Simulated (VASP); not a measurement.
Set up this calculation in VASP 6.6.1, as the native input.

* Task: single point
* Functional: PBEsol
* Potentials or basis: VASP PAW PBE potentials, release 64 (Mg, O)
* Cutoff: 520 eV
* k mesh: 9 × 9 × 6
* Occupations: gaussian, width 0.05 eV
* Spin: no spin polarisation
* Dipole correction: no
* Further INCAR settings: ALGO = Normal; EDIFF = 1e-06; NBANDS = 16

The structure of MgO lies in POSCAR:

```
MgO
1.0
    3.2457000000      0.0000000000      0.0000000000
   -1.6228500000      2.8108586531      0.0000000000
    0.0000000000      0.0000000000      4.8186000000
Mg O
2 2
Direct
    0.3333333333      0.6666666667      0.0036583380
    0.6666666667      0.3333333333      0.5036583380
    0.3333333333      0.6666666667      0.4009416620
    0.6666666667      0.3333333333      0.9009416620
```

One way to write it, as run:

INCAR

```
SYSTEM = MgO
PREC = Accurate ; ENCUT = 520
EDIFF = 1E-6 ; ISMEAR = 0
SIGMA = 0.05 ; LREAL = .FALSE.
LASPH = .TRUE. ; NELM = 60
ALGO = Normal ; ISIF = 2
LWAVE = .FALSE. ; LCHARG = .FALSE.
GGA = PS ; NBANDS = 16
```

KPOINTS

```
regular mesh
0
G
  9 9 6
  0 0 0
```

Potentials or basis: VASP PAW PBE potentials, release 64 (Mg, O).

Run with:

```sh
$ cat potpaw_PBE.64/Mg/POTCAR potpaw_PBE.64/O/POTCAR > POTCAR
$ mpirun -np 1 vasp_std > vasp.out
```

It gave:

```json
{"Pressure": "10.3 GPa", "Largest force": "0.414 eV/Å", "Band gap on the k mesh": "3.74 eV, direct"}
```

Caveat: the PAW data sets were made with another functional, which shifts forces and pressure a little.

It took 14 s on 1 thread of AMD EPYC 9R45 96-Core Processor (Zen 5), on a shared host, peak memory 0.14 GiB.
